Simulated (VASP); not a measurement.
# Be3TeO2 (P6/mmm) in VASP: a series of runs

The runs below take Be3TeO2 through relaxation of cell and atoms, with PBE.

Everything below comes from runs of VASP 6.6.1. Logs are shortened: lines on timing, memory, paths and dates and some standing lists are left out, and cuts for length are marked.

### 1 The cell of the first run

The structure is hexagonal, space group P6/mmm (No. 191). The conventional cell has a = 4.769 Å, b = 4.769 Å, c = 4.022 Å, α = 90.00°, β = 90.00°, γ = 120.00°. Within 1.8 Å of Be (site symmetry mmm) lie 2 O at 1.38 Å. Within 3.1 Å of Te (site symmetry 6/mmm) lie 6 Be at 2.38 Å and 6 O at 2.75 Å. O (site symmetry -6m2) has 3 Be at 1.38 Å within 1.8 Å.

The cell was built from a structure type or drawn by symmetry, and may not be a known phase.

### 2 Relaxation of cell and atoms, PBE

Input file INCAR:

```
PREC     = Accurate       # precision mode
ENCUT    = 600            # plane-wave cutoff, eV
EDIFF    = 1E-7           # SCF threshold, eV
ISMEAR   = 0              # smearing method
SIGMA    = 0.1            # smearing width, eV
LREAL    = False          # projectors in reciprocal space
LASPH    = True           # aspherical terms in the spheres
NELM     = 60             # most SCF steps
ALGO     = Normal         # electronic algorithm
ISIF     = 3              # what is computed and relaxed
LWAVE    = False          # write WAVECAR
LCHARG   = False          # write CHGCAR
GGA      = PE             # functional
IBRION   = 2              # ionic algorithm
NSW      = 90             # ionic steps
EDIFFG   = -0.04          # ionic threshold
```

Input file KPOINTS:

```
regular mesh
0
Gamma
  6 6 4
```

Input file POSCAR:

```
Be3TeO2
1.0
    4.7686818600      0.0000000000      0.0000000000
   -2.3843409300      4.1297996300      0.0000000000
    0.0000000000      0.0000000000      4.0219355100
Be Te O
3 1 2
Direct
    0.5000000000      0.0000000000      0.5000000000
    0.0000000000      0.5000000000      0.5000000000
    0.5000000000      0.5000000000      0.5000000000
    0.0000000000      0.0000000000      0.5000000000
    0.3333333300      0.6666666700      0.5000000000
    0.6666666700      0.3333333300      0.5000000000
```

Potentials or basis: VASP PAW PBE potentials, release 64 (Be, Te, O).

Command:

```sh
cat potpaw_PBE.64/Be/POTCAR potpaw_PBE.64/Te/POTCAR potpaw_PBE.64/O/POTCAR > POTCAR
mpirun -np 1 vasp_std > vasp.out
```

OUTCAR:

```text
PREC = Accurate
   ENCUT = 600
   EDIFF = 1E-7
   ISMEAR = 0
   LREAL = False
   LASPH = True
   NELM = 60
   ISIF = 3
   GGA = PE
   IBRION = 2
   NSW = 90
   EDIFFG = -0.04

 ion  position               nearest neighbor table
   1  0.500  0.000  0.500-   5 1.38   6 1.38   2 2.38   3 2.38   3 2.38   2 2.38   4 2.38   4 2.38

   2  0.000  0.500  0.500-   5 1.38   6 1.38   1 2.38   4 2.38   4 2.38   1 2.38   3 2.38   3 2.38

   3  0.500  0.500  0.500-   5 1.38   6 1.38   1 2.38   4 2.38   1 2.38   4 2.38   2 2.38   2 2.38

   4  0.000  0.000  0.500-   2 2.38   3 2.38   2 2.38   3 2.38   1 2.38   1 2.38   6 2.75   5 2.75
                             5 2.75   6 2.75   5 2.75   6 2.75
   5  0.333  0.667  0.500-   1 1.38   2 1.38   3 1.38   4 2.75   4 2.75   4 2.75
   6  0.667  0.333  0.500-   1 1.38   2 1.38   3 1.38   4 2.75   4 2.75   4 2.75

  LATTYP: Found a hexagonal cell.
 ALAT       =     4.7686818600
 C/A-ratio  =     0.8434061294

  Lattice vectors:

 A1 = (   4.7686818600,   0.0000000000,   0.0000000000)
 A2 = (  -2.3843409300,   4.1297996300,   0.0000000000)
 A3 = (   0.0000000000,   0.0000000000,   4.0219355100)

Analysis of symmetry for initial positions (statically):
=====================================================================
 Subroutine PRICEL returns:
 Original cell was already a primitive cell.

 Routine SETGRP: Setting up the symmetry group for a
 hexagonal supercell.

 Subroutine GETGRP returns: Found 24 space group operations
 (whereof 24 operations were pure point group operations)
 out of a pool of 24 trial point group operations.

The static configuration has the point symmetry D_6h.

Analysis of symmetry for dynamics (positions and initial velocities):
=====================================================================
 Subroutine PRICEL returns:
 Original cell was already a primitive cell.

 Routine SETGRP: Setting up the symmetry group for a
 hexagonal supercell.

 Subroutine GETGRP returns: Found 24 space group operations
 (whereof 24 operations were pure point group operations)
 out of a pool of 24 trial point group operations.

The dynamic configuration has the point symmetry D_6h.

 Subroutine INISYM returns: Found 24 space group operations
 (whereof 24 operations are pure point group operations),
 and found     1 'primitive' translations

----------------------------------------------------------------------------------------

                                     Primitive cell

  volume of cell :      79.2068

  direct lattice vectors                    reciprocal lattice vectors
     4.768681860  0.000000000  0.000000000     0.209701555  0.121071249  0.000000000
    -2.384340930  4.129799630  0.000000000     0.000000000  0.242142498  0.000000000
     0.000000000  0.000000000  4.021935510     0.000000000  0.000000000  0.248636508

  length of vectors
     4.768681860  4.768681857  4.021935510     0.242142498  0.242142498  0.248636508

  position of ions in fractional coordinates (direct lattice)
     0.500000000  0.000000000  0.500000000
     0.000000000  0.500000000  0.500000000
     0.500000000  0.500000000  0.500000000
     0.000000000  0.000000000  0.500000000
     0.333333330  0.666666670  0.500000000
     0.666666670  0.333333330  0.500000000

  ion indices of the primitive-cell ions
   primitive index   ion index
                 1           1
                 2           2
                 3           3
                 4           4
                 5           5
                 6           6

----------------------------------------------------------------------------------------

 KPOINTS: regular mesh

Automatic generation of k-mesh.
 Grid dimensions read from file:
 generate k-points for:    6    6    4

 Generating k-lattice:

  Cartesian coordinates                     Fractional coordinates (reciprocal lattice)
     0.034950259  0.020178542  0.000000000     0.166666667  0.000000000  0.000000000
     0.000000000  0.040357083  0.000000000     0.000000000  0.166666667  0.000000000
[... 46 lines left out ...]
   LRPA    =     F    only Hartree local field effects (RPA)
 conjugate gradient relaxation of ions
 non-spin polarized calculation
 Gauss-broadening in eV      SIGMA  =   0.10
  energy-cutoff  :      600.00
  volume of cell :       79.21
 maximum number of plane-waves:      2662
 NGX is ok and might be reduce to    40
   NGX = 19   NGY = 19   NGZ = 17

--------------------------------------- Ionic step        1  -------------------------------------------

 number of electron      24.0000001 magnetization

 Free energy of the ion-electron system (eV)
  ---------------------------------------------------
  ext. energy  EPLUGINS =         0.00000000
  ---------------------------------------------------
  free energy    TOTEN  =       -28.56903237 eV

  energy without entropy =      -28.56903237  energy(sigma->0) =      -28.56903237

 E-fermi :   5.9681     XC(G=0):  -8.9590

 val. band max:        5.5617014518   @ k =   0.0000   0.0000   0.0000
 cond. band min:       7.1785105271   @ k =   0.0000   0.0000   0.0000
 fundamental gap:      1.6168090752
 Fermi energy:         5.9680656319

 k-point     1 :       0.0000    0.0000    0.0000
  band No.  band energies     occupation
      1     -16.9583      2.00000
      2     -16.6284      2.00000
      3      -5.6046      2.00000
      4      -4.3830      2.00000
      5      -4.3830      2.00000
      6      -2.7276      2.00000
[... 8 lines left out ...]
     15      10.6669      0.00000
     16      11.8842      0.00000
[... 680 lines left out ...]
 POSITION                                       TOTAL-FORCE (eV/Angst)
 -----------------------------------------------------------------------------------
      2.70163     -0.00000      2.33013         0.000000     -0.000000      0.000000
     -1.35082      2.33968      2.33013         0.000000     -0.000000      0.000000
      1.35082      2.33968      2.33013         0.000000     -0.000000      0.000000
      0.00000     -0.00000      2.33013         0.000000     -0.000000      0.000000
     -0.00000      3.11958      2.33013        -0.000000      0.000000     -0.000000
      2.70163      1.55979      2.33013         0.000000     -0.000000      0.000000
 -----------------------------------------------------------------------------------
    total drift:                                0.000000     -0.000000     -0.000000

  FREE ENERGIE OF THE ION-ELECTRON SYSTEM (eV)
  ---------------------------------------------------
  free  energy   TOTEN  =       -33.0614278507 eV

  energy  without entropy=      -33.0614278507  energy(sigma->0) =      -33.06142785

--------------------------------------- Ionic step        9  -------------------------------------------

 number of electron      23.9999987 magnetization

 Free energy of the ion-electron system (eV)
  ---------------------------------------------------
  ext. energy  EPLUGINS =         0.00000000
  ---------------------------------------------------
  free energy    TOTEN  =       -33.06432408 eV

  energy without entropy =      -33.06432408  energy(sigma->0) =      -33.06432408

 E-fermi :   2.2938     XC(G=0):  -7.3293

 val. band max:        1.8310804164   @ k =   0.0000   0.0000   0.0000
 cond. band min:       3.8029910568   @ k =   0.0000   0.0000   0.0000
 fundamental gap:      1.9719106403
 Fermi energy:         2.2938472912

 k-point     1 :       0.0000    0.0000    0.0000
  band No.  band energies     occupation
      1     -18.3630      2.00000
      2     -18.2415      2.00000
      3      -8.1518      2.00000
      4      -5.4826      2.00000
      5      -5.4826      2.00000
      6      -4.8311      2.00000
[... 8 lines left out ...]
     15       6.7671      0.00000
     16       7.4341      0.00000
[... 400 lines left out ...]
 POSITION                                       TOTAL-FORCE (eV/Angst)
 -----------------------------------------------------------------------------------
      0.00000      4.67987      2.38159        -0.000000     -0.000000      0.000000
     -1.35096      2.33994      2.38159        -0.000000     -0.000000      0.000000
      1.35096      2.33994      2.38159        -0.000000     -0.000000      0.000000
      0.00000     -0.00000      2.38159        -0.000000     -0.000000      0.000000
     -0.00000      3.11991      2.38159        -0.000000      0.000000      0.000000
      2.70192      1.55996      2.38159         0.000000     -0.000000     -0.000000
 -----------------------------------------------------------------------------------
    total drift:                                0.000000     -0.000000     -0.000000

  FREE ENERGIE OF THE ION-ELECTRON SYSTEM (eV)
  ---------------------------------------------------
  free  energy   TOTEN  =       -33.0643240802 eV

  energy  without entropy=      -33.0643240802  energy(sigma->0) =      -33.06432408

 reached required accuracy - stopping structural energy minimisation
```

Run time: 4.2 min. Hardware: 1 thread of Intel Xeon Platinum 8488C (Sapphire Rapids), shared host; peak memory 0.24 GiB.

Results:

```
Free energy                           : -33.0643 eV
Relaxed volume                        : 20.08 Å³/atom
Relaxed cell                          : a = 5.404 Å, b = 5.404 Å, c = 4.763 Å, α = 90.00°, β = 90.00°, γ = 120.00°
Space group after relaxing (to 0.1 Å) : P6/mmm (No. 191)
Energy gained by relaxing             : 749.2 meV/atom
Ionic steps                           : 9
Pressure after relaxing               : -0.2 GPa
Band gap on the k mesh                : 1.97 eV
```

Step by step:
```tsv
step	energy change (eV)	largest force (eV/Å)	pressure (GPa)	volume (Å³)
1	0.0000	0.0000	53.21	79.21
2	-0.4855	0.0000	-17.77	137.90
3	-4.3210	0.0000	-0.93	104.01
4	-4.3360	0.0000	0.43	102.75
5	-4.3376	0.0000	1.07	102.19
6	-4.3674	0.0000	0.91	103.75
7	-4.4333	0.0000	0.55	108.44
8	-4.4924	0.0000	0.00	117.83
9	-4.4953	0.0000	-0.16	120.46
```

Final structure:
```yaml
crystal:
  lattice:
    - [5.40385, 0.00000, 0.00000]
    - [-2.70192, 4.67987, 0.00000]
    - [0.00000, 0.00000, 4.76317]
  atoms:
    - { symbol: Be, position: [0.50000, 0.00000, 0.50000] }
    - { symbol: Be, position: [0.00000, 0.50000, 0.50000] }
    - { symbol: Be, position: [0.50000, 0.50000, 0.50000] }
    - { symbol: Te, position: [0.00000, 0.00000, 0.50000] }
    - { symbol: O, position: [0.33333, 0.66667, 0.50000] }
    - { symbol: O, position: [0.66667, 0.33333, 0.50000] }
```

Levels at points of the mesh, in eV from the valence-band top:
| k point | band 9 | band 10 | band 11 | band 12 | band 13 | band 14 | band 15 | band 16 |
| --- | --- | --- | --- | --- | --- | --- | --- | --- |
| (0.00, 0.00, 0.00) | -4.02 | -1.88 | -1.88 | 0.00 | 1.97 | 4.91 | 4.94 | 5.60 |
| (0.50, 0.00, 0.00) | -4.49 | -2.16 | -1.13 | -0.28 | 2.87 | 4.38 | 4.53 | 4.64 |
| (0.00, 0.00, 0.50) | -4.10 | -1.80 | -1.80 | -1.02 | 4.00 | 4.00 | 4.00 | 4.95 |
| (0.50, 0.00, 0.50) | -4.63 | -1.96 | -1.32 | -1.04 | 3.21 | 3.21 | 3.64 | 4.78 |

Caveat: the volume moved by over 15 % at a fixed basis, so the end points are rough; spin-orbit coupling is left out, which moves the levels of the heavy elements; this functional lacks dispersion, which binds the layers, so the pressure and a relaxed spacing across them are unreliable. A k mesh can miss the band edges.

### 3 Relaxation of cell and atoms, PBE

This run uses another cell than the first one.

Input file INCAR:

```
PREC = Accurate
ENCUT = 600
EDIFF = 1E-6
ISMEAR = 0
SIGMA = 0.02
LREAL = False
LASPH = True
NELM = 80
ALGO = Normal
ISIF = 3
LWAVE = False
LCHARG = False
GGA = PE
IBRION = 2
NSW = 100
EDIFFG = -0.01
```

KPOINTS is that of step 2.

Input file POSCAR:

```
Be3TeO2
1.0
    5.4042833578      0.0000000000      0.0000000000
   -2.7021416789      4.6802466771      0.0000000000
    0.0000000000      0.0000000000      5.7635471498
Be Te O
3 1 2
Direct
    0.5000000000      0.0000000000      0.5000000000
    0.0000000000      0.5000000000      0.5000000000
    0.5000000000      0.5000000000      0.5000000000
    0.0000000000      0.0000000000      0.5000000000
    0.3333333333      0.6666666667      0.5000000000
    0.6666666667      0.3333333333      0.5000000000
```

Potentials or basis: VASP PAW PBE potentials, release 64 (Be, Te, O).

Command:

```sh
cat potpaw_PBE.64/Be/POTCAR potpaw_PBE.64/Te/POTCAR potpaw_PBE.64/O/POTCAR > POTCAR
mpirun -np 1 vasp_std > vasp.out
```

It took 81 s on 1 thread of Intel Xeon Platinum 8488C (Sapphire Rapids), shared host; peak memory 0.33 GiB.

It converged, with:

```
Free energy             : -33.1411 eV
Pressure after relaxing : 0.0 GPa
Band gap on the k mesh  : 2.55 eV
```

Final structure:
```xyz
6
Lattice="5.4043 0.0000 0.0000 -2.7021 4.6802 0.0000 0.0000 0.0000 5.7635" Properties=species:S:1:pos:R:3 pbc="T T T"
Be    2.7021    0.0000    2.8818
Be   -1.3511    2.3401    2.8818
Be    1.3511    2.3401    2.8818
Te    0.0000    0.0000    2.8818
O     0.0000    3.1202    2.8818
O     2.7021    1.5601    2.8818
```

Levels at points of the mesh, in eV from the valence-band top:
| k point | band 10 | band 11 | band 12 | band 13 | band 14 | band 15 |
| --- | --- | --- | --- | --- | --- | --- |
| (0.00, 0.00, 0.00) | -1.43 | -1.43 | 0.00 | 2.55 | 5.02 | 5.02 |
| (0.50, 0.00, 0.00) | -1.66 | -0.68 | -0.30 | 3.48 | 4.40 | 4.91 |
| (0.00, 0.00, 0.50) | -1.41 | -1.41 | -0.34 | 3.87 | 4.73 | 4.73 |
| (0.50, 0.00, 0.50) | -1.61 | -0.66 | -0.60 | 3.84 | 3.87 | 3.98 |

Caveat: the relaxation stopped at its first step, so nothing moved; spin-orbit coupling is left out, which moves the levels of the heavy elements. A k mesh can miss the band edges.

### 4 Relaxation of cell and atoms, PBE

This run uses another cell than the first one, of 21.05 Å³/atom.

Input file INCAR:

```
SYSTEM = Be3TeO2
  PREC = Accurate
  ENCUT = 600
  EDIFF = 1E-6
  ISMEAR = 0
  SIGMA = 0.02
  LREAL = .False.
  LASPH = .True.
  NELM = 80
  ALGO = Normal
  ISIF = 3
  LWAVE = .False.
  LCHARG = .False.
  GGA = PE
  IBRION = 2
  NSW = 100
  EDIFFG = -0.01
```

Input file KPOINTS:

```
Automatic mesh
0
Gamma
  6 6 6
  0 0 0
```

Edit POSCAR of step 3 so:

```diff
@@ -2,5 +2,5 @@
 1.0
-    5.4042833578      0.0000000000      0.0000000000
-   -2.7021416789      4.6802466771      0.0000000000
-    0.0000000000      0.0000000000      5.7635471498
+    5.4043399623      0.0000000000      0.0000000000
+   -2.7021699811      4.6802956980      0.0000000000
+    0.0000000000      0.0000000000      4.9942586238
 Be Te O
```

Command:

```sh
cat potpaw_PBE.64/Be/POTCAR potpaw_PBE.64/Te/POTCAR potpaw_PBE.64/O/POTCAR > POTCAR
mpirun -np 1 vasp_std > vasp.out
```

It took 7.6 min on 1 thread of Intel Xeon Platinum 8488C (Sapphire Rapids), shared host; peak memory 0.36 GiB.

The run converged. Its results:

| Item | Value |
| --- | --- |
| Free energy | -33.1313 eV |
| Relaxed cell | a = 5.404 Å, b = 5.404 Å, c = 5.547 Å, α = 90.00°, β = 90.00°, γ = 120.00° |
| Space group after relaxing (to 0.1 Å) | P6/mmm (No. 191) |
| Energy gained by relaxing | 1.3 meV/atom |
| Ionic steps | 12 |
| Pressure after relaxing | 0.0 GPa |
| Band gap on the k mesh | 2.46 eV |

The path:
```
step  energy change (eV)  largest force (eV/Å)  pressure (GPa)  volume (Å³)
   1              0.0000                0.0000            0.01       126.32
   2             -0.0002                0.0000            0.11       126.35
   3             -0.0003                0.0000            0.22       126.37
   4             -0.0004                0.0000            0.22       126.44
   5             -0.0006                0.0000            0.22       126.66
   6             -0.0011                0.0000            0.21       127.09
   7             -0.0020                0.0000            0.20       127.95
   8             -0.0035                0.0000            0.20       129.67
   9             -0.0057                0.0000            0.18       133.12
  10             -0.0076                0.0000            0.15       140.02
  11              0.0020                0.0000           -1.09       142.32
  12             -0.0078                0.0000            0.00       140.29
```

Final structure:
```xyz
6
Lattice="5.4041 0.0000 0.0000 -2.7020 4.6801 0.0000 0.0000 0.0000 5.5470" Properties=species:S:1:pos:R:3 pbc="T T T"
Be    2.7020    0.0000    2.7735
Be   -1.3510    2.3400    2.7735
Be    1.3510    2.3400    2.7735
Te    0.0000    0.0000    2.7735
O     0.0000    3.1200    2.7735
O     2.7020    1.5600    2.7735
```

Levels at points of the mesh, in eV from the valence-band top:
| k point | band 9 | band 10 | band 11 | band 12 | band 13 | band 14 | band 15 | band 16 |
| --- | --- | --- | --- | --- | --- | --- | --- | --- |
| (0.00, 0.00, 0.00) | -3.67 | -1.48 | -1.48 | 0.00 | 2.46 | 5.00 | 5.00 | 5.68 |
| (0.50, 0.00, 0.00) | -4.15 | -1.73 | -0.74 | -0.30 | 3.40 | 4.40 | 4.86 | 5.04 |
| (0.00, 0.00, 0.50) | -3.68 | -1.46 | -1.46 | -0.43 | 3.91 | 4.64 | 4.64 | 5.00 |
| (0.50, 0.00, 0.50) | -4.19 | -1.66 | -0.71 | -0.70 | 3.75 | 3.84 | 3.88 | 5.07 |

Caveat: spin-orbit coupling is left out, which moves the levels of the heavy elements.

### 5 Summary

```csv
cell,k mesh,smearing,gap on the mesh (eV),pressure (GPa),relaxed volume (Å³/atom)
"relaxed from a = 4.769, b = 4.769, c = 4.022 Å, angles 90.0, 90.0, 120.0°, 6 atoms",6 × 6 × 4,gaussian 0.1 eV,1.97,-0.2,20.08
"relaxed from a = 5.404, b = 5.404, c = 5.764 Å, angles 90.0, 90.0, 120.0°, 6 atoms",6 × 6 × 4,gaussian 0.02 eV,2.55,0.0,-
"relaxed from a = 5.404, b = 5.404, c = 4.994 Å, angles 90.0, 90.0, 120.0°, 6 atoms",6 × 6 × 6,gaussian 0.02 eV,2.46,0.0,23.38
```

Alike in all rows: task relaxation of cell and atoms; level PBE; potentials or basis VASP PAW PBE potentials, release 64 (Be, Te, O); no spin polarisation; cutoff (eV) 600.

Caveats: spin-orbit coupling is left out, which moves the levels of the heavy elements; the volume moved by over 15 % at a fixed basis, so the end points are rough (at least some runs); this functional lacks dispersion, which binds the layers, so the pressure and a relaxed spacing across them are unreliable (at least some runs); the relaxation stopped at its first step, so nothing moved (at least some runs).

Total energies depend on the potentials used, so only differences within one code and one set of settings carry meaning.
